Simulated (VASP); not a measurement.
Write the native input for VASP 6.6.1 that does the following.

```yaml
Task: single point
Functional: r2SCAN
Potentials_or_basis: VASP PAW PBE potentials, release 64 (Ca_sv, O_h)
Cutoff: 1480 eV
k_mesh: 10 × 10 × 10
Occupations: gaussian, width 0.01 eV
Spin: no spin polarisation
Dipole_correction: no
Further_INCAR_settings: ALGO = Normal; EDIFF = 1e-06; NBANDS = 15
```

The system is CaO.

```
Ca O
1.0
     0.00000    2.38197    2.40551
     2.38197    0.00000    2.40551
     2.38197    2.38197    0.00000
Ca O
1 1
Direct
  0.00000 0.00000 0.00000
  0.50000 0.50000 0.50000
```

This cell differs from its parent crystal: epitaxial xy strain -0.7%.

These files were run (other wordings do the same):

POSCAR

```
CaO
1.0
    0.0000000000      2.3819660430      2.4055112252
    2.3819660430      0.0000000000      2.4055112252
    2.3819660430      2.3819660430      0.0000000000
Ca O
1 1
Direct
    0.0000000000      0.0000000000      0.0000000000
    0.5000000000      0.5000000000      0.5000000000
```

INCAR.step1

```
SYSTEM = CaO
PREC     = Accurate       ! precision mode
ENCUT    = 1480           ! plane-wave cutoff, eV
ISMEAR   = 0              ! smearing method
SIGMA    = 0.01           ! smearing width, eV
LREAL    = .FALSE.        ! projectors in reciprocal space
LASPH    = .TRUE.         ! aspherical terms in the spheres
NELM     = 120            ! most SCF steps
NBANDS   = 15             ! bands
GGA      = PE             ! functional
ALGO     = Normal         ! electronic algorithm
EDIFF    = 1E-5           ! SCF threshold, eV
LWAVE    = .TRUE.         ! write WAVECAR
LCHARG   = .FALSE.        ! write CHGCAR
GGA_COMPAT= .FALSE.
```

INCAR.step2

```
SYSTEM = CaO
PREC     = Accurate       ! precision mode
ENCUT    = 1480           ! plane-wave cutoff, eV
EDIFF    = 1E-6           ! SCF threshold, eV
ISMEAR   = 0              ! smearing method
SIGMA    = 0.01           ! smearing width, eV
LREAL    = .FALSE.        ! projectors in reciprocal space
LASPH    = .TRUE.         ! aspherical terms in the spheres
NELM     = 120            ! most SCF steps
ALGO     = Normal         ! electronic algorithm
ISIF     = 2              ! what is computed and relaxed
LWAVE    = .FALSE.        ! write WAVECAR
LCHARG   = .FALSE.        ! write CHGCAR
METAGGA  = R2SCAN         ! meta-GGA
LMIXTAU  = .TRUE.       
NBANDS   = 15             ! bands
ISTART   = 1            
GGA_COMPAT= .FALSE.
```

KPOINTS

```
regular mesh
0
G
  10 10 10
  0 0 0
```

Potentials or basis: VASP PAW PBE potentials, release 64 (Ca_sv, O_h).

The run is started by

```sh
$ cat potpaw_PBE.64/Ca_sv/POTCAR potpaw_PBE.64/O_h/POTCAR > POTCAR
$ cp INCAR.step1 INCAR
$ mpirun -np 1 vasp_std > vasp.out
$ cp INCAR.step2 INCAR
$ mpirun -np 1 vasp_std > vasp.out
```

It gave:

* Pressure: 2.2 GPa
* Band gap on the k mesh: 4.17 eV (least direct gap 4.54 eV)

Caveat: the cell differs from its parent crystal (epitaxial xy strain -0.7%); the PAW data sets were made with another functional, which shifts forces and pressure a little.

Wall time 14 min on 1 thread of AMD EPYC 7R43 64-Core Processor (Zen 3), with other jobs on the host, peak memory 0.4 GiB.
